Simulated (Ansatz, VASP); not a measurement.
# Two plane-wave programs on TePb

```xyz
2
Lattice="0.0000 3.0854 3.0854 3.0854 0.0000 3.0854 3.0854 3.0854 0.0000" Properties=species:S:1:pos:R:3 pbc="T T T"
Pb    0.0000    0.0000    0.0000
Te    3.0854    3.0854    3.0854
```

Alike in both runs: task relaxation of cell and atoms; functional PBE; k mesh 9 × 9 × 9; occupations fermi-dirac, width 0.03 eV; no spin polarisation.

|  | VASP | Ansatz |
| --- | --- | --- |
| version | VASP 6.6.1 | Ansatz 0.2.0 |
| potentials or method | VASP PAW PBE potentials, release 64 (Pb_d, Te) | PAW with Ansatz's default frozen-core files, scalar-relativistic |
| plane-wave cutoff (eV) | 600 | 420 |
| valence electrons in the cell | 20 | 30 |

Ansatz gave:

| Quantity | Value |
| --- | --- |
| relaxed volume (Å³/atom) | 35.40 |
| relaxed length of the cell vector where the two differ most in proportion (Å) | 4.644 |

Question: Estimate VASP's values.

Answer: Relaxed volume (Å³/atom): 35.39; relaxed length of the cell vector where the two differ most in proportion (Å): 4.643.

VASP's potentials hold 20 valence electrons a cell and Ansatz's 30, so a difference there can come from the potentials and not from the codes.

Neither program's run includes spin-orbit coupling. Noted on VASP's run: the volume moved by over 15 % at a fixed basis, so the end points are rough.
